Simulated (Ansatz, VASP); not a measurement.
## C in VASP and in Ansatz

```xyz
12
Lattice="2.4588 0.0000 0.0000 0.0000 8.5229 0.0000 0.0000 0.0000 26.3568" Properties=species:S:1:pos:R:3 pbc="T T T"
C     0.0000    0.0000    7.5452
C     1.2294    0.0000    8.1626
C     1.2294    0.0000    9.6326
C     0.0000    0.0000   10.3287
C     0.0000    0.0000   11.7598
C     1.2294    0.0000   12.4647
C     1.2294    0.0000   13.8921
C     0.0000    0.0000   14.5969
C     0.0000    0.0000   16.0281
C     1.2294    0.0000   16.7242
C     1.2294    0.0000   18.1941
C     0.0000    0.0000   18.8116
```

Alike in both runs: functional PBEsol; k mesh 14 × 4 × 1; occupations gaussian, width 0.1 eV; no spin polarisation.

Ansatz relaxed the structure, and its values are those at the end. VASP's run is a single point on that final structure, the one shown.

|  | VASP | Ansatz |
| --- | --- | --- |
| version | VASP 6.6.1 | Ansatz 0.2.0 |
| potentials or method | VASP PAW PBE potentials, release 64 (C), cutoff 520 eV | scalar-relativistic, plane waves, PAW |
| valence electrons in the cell | 48 | 48 |

|  | VASP | Ansatz | Ansatz less VASP |
| --- | --- | --- | --- |
| gap on the k mesh at the Fermi level (eV) | none | none | - |
| rms of the force components (eV/Å) | 0.014 | 0.004 | -0.0099 |

VASP's potentials were made for PBE, not for PBEsol. A gap of «none» marks a metal or a gap that the smearing closes. The functional is the same, so the differences come from potentials, cutoffs and numerics.
